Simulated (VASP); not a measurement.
Set up this calculation in VASP 6.6.1, as the native input.

| Property | Result |
| --- | --- |
| Task | single point |
| Functional | PBE |
| Potentials or basis | VASP PAW PBE potentials, release 64 (Sc_sv) |
| Cutoff | 520 eV |
| k mesh | 15 × 15 × 8 |
| Occupations | gaussian, width 0.1 eV |
| Spin | no spin polarisation |
| Dipole correction | no |
| Further INCAR settings | ALGO = Normal; EDIFF = 1e-07; NBANDS = 18 |

The structure of Sc lies in POSCAR:

```
Sc
1.0
    3.3845805604      0.0000000000      0.0000000000
   -1.6922902802      2.9311327464      0.0000000000
    0.0000000000      0.0000000000      5.2639021194
Sc
2
Direct
    0.3333333333      0.6666666667      0.2500000000
    0.6666666667      0.3333333333      0.7500000000
```

This cell differs from its parent crystal: volume scaled by 1.06, then relaxed in part.

The input as run:

INCAR

```
PREC = Accurate ; ENCUT = 520
EDIFF = 1E-7 ; ISMEAR = 0
SIGMA = 0.1 ; LREAL = F
LASPH = T ; NELM = 100
ALGO = Normal ; ISIF = 2
LWAVE = F ; LCHARG = F
GGA = PE ; NBANDS = 18
```

KPOINTS

```
regular mesh
0
Gamma
  15 15 8
```

Potentials or basis: VASP PAW PBE potentials, release 64 (Sc_sv).

The run is started by

```console
$ cat potpaw_PBE.64/Sc_sv/POTCAR > POTCAR
$ mpirun -np 1 vasp_std > vasp.out
```

Results of the run:

| Property | Result |
| --- | --- |
| Pressure | -2.8 GPa |
| Band gap on the k mesh | zero (band 11 reaches 4.29 eV, above the bottom of band 12 at 2.90 eV) |

It took 110 s on 1 thread of Intel Xeon 6975P-C (shared host), peak memory 0.25 GiB.
